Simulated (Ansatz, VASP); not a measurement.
## Two plane-wave programs on TlBr

File POSCAR:

```
TlBr
1.0
    4.1387621921      0.0000000000      0.0000000000
    0.0000000000      4.1387621921      0.0000000000
    0.0000000000      0.0000000000      4.1387621921
Tl Br
1 1
Direct
    0.0000000000      0.0000000000      0.0000000000
    0.5000000000      0.5000000000      0.5000000000
```

The input INCAR.step1:

```
SYSTEM = TlBr
PREC = Accurate ; ENCUT = 550
ISMEAR = 0 ; SIGMA = 0.01
LREAL = .FALSE. ; LASPH = .TRUE.
NELM = 120 ; NBANDS = 17
GGA = PE ; ALGO = Normal
EDIFF = 1E-5 ; LWAVE = .TRUE.
LCHARG = .FALSE. ; GGA_COMPAT = .FALSE.
```

File INCAR.step2:

```
SYSTEM = TlBr
PREC = Accurate ; ENCUT = 550
EDIFF = 1E-6 ; ISMEAR = 0
SIGMA = 0.01 ; LREAL = .FALSE.
LASPH = .TRUE. ; NELM = 120
ALGO = Normal ; ISIF = 2
LWAVE = .FALSE. ; LCHARG = .FALSE.
METAGGA = R2SCAN ; LMIXTAU = .TRUE.
NBANDS = 17 ; ISTART = 1
GGA_COMPAT = .FALSE.
```

The input KPOINTS:

```
regular mesh
0
G
  6 6 6
  0 0 0
```

Input for Ansatz:

```yaml
crystal:
  lattice:
    - [4.13876219214, 0.0, 0.0]
    - [0.0, 4.13876219214, 0.0]
    - [0.0, 0.0, 4.13876219214]
  atoms:
    - { symbol: Tl, position: [0.0, 0.0, 0.0] }
    - { symbol: Br, position: [0.5, 0.5, 0.5] }
kpoints:
  mp_grid: { grid: [6, 6, 6] }
scf:
  occupations: { method: fixed }
  convergence: { dr2_threshold: 1.0e-10 }
hamiltonian:
  xc: r2scan
  pseudopotentials: { kind: paw }
output:
  forces: true
  stress: true
  eigenstates:
    kpoints:
      - [0.0, 0.0, 0.0]
      - [0.0, 0.0, 0.5]
      - [0.0, 0.5, 0.0]
      - [0.5, 0.0, 0.0]
      - [0.5, 0.5, 0.5]
      - [-0.184209555, -0.184209555, -0.184209552]
      - [-0.184209555, -0.184209555, 0.184209552]
      - [-0.184209555, 0.184209552, -0.184209555]
      - [-0.184209555, 0.184209552, 0.184209555]
      - [-0.5, -0.5, 0.0]
      - [-0.5, 0.0, -0.5]
      - [0.0, -0.5, -0.5]
  eigenvalues: true
```

Alike in both runs: task single point; functional r2SCAN; k mesh 6 × 6 × 6; no spin polarisation.

```csv
,VASP,Ansatz
version,VASP 6.6.1,Ansatz 0.2.0
potentials or method,"VASP PAW PBE potentials, release 64 (Tl_d, Br)","PAW with Ansatz's default frozen-core files, scalar-relativistic"
plane-wave cutoff (eV),550,500
occupations,"gaussian, width 0.01 eV",fixed
valence electrons in the cell,20,20
```

```tsv
	VASP	Ansatz	Ansatz less VASP
gap on the k mesh at the Fermi level (eV)	2.56	2.56	-0.005
pressure (GPa)	-2.0	-2.0	+0.03
```

VASP's potentials were made for PBE, not for r2SCAN.

Neither program's run includes spin-orbit coupling.
